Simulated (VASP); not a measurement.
BeTe: vibrations by perturbation theory with LDA

The system is BeTe.

```
CELL_PARAMETERS angstrom
2.66606 2.66606 0.00000
-2.66606 2.66606 0.00000
0.00000 2.66606 2.66606
ATOMIC_POSITIONS crystal
Be 0.00000 0.00000 0.00000
Te 0.75000 0.25000 0.50000
```

- Program: VASP 6.6.1
- Task: vibrations by perturbation theory
- Functional: LDA
- Potentials or basis: VASP PAW LDA potentials, release 64 (Be, Te)
- Cutoff: 520 eV
- k mesh: 8 × 8 × 8
- Occupations: gaussian, width 0.01 eV
- Spin: no spin polarisation
- Dipole correction: no
- Further INCAR settings: ALGO = Normal; EDIFF = 1e-08; NBANDS = 11; IBRION = 8; NSW = 1

```
Highest phonon frequency at Γ, LO-TO splitting left out : 568 cm⁻¹
```

Phonon frequencies in cm⁻¹ (negative: imaginary):
```
              q point        frequencies
(0.000, 0.000, 0.000)  0 0 0 568 568 568
```

It took 100 s on 1 thread of Intel Xeon 8259CL, on a shared host, peak memory 0.23 GiB.

Caveat: the cell stands under pressure or tension, which shifts response properties.
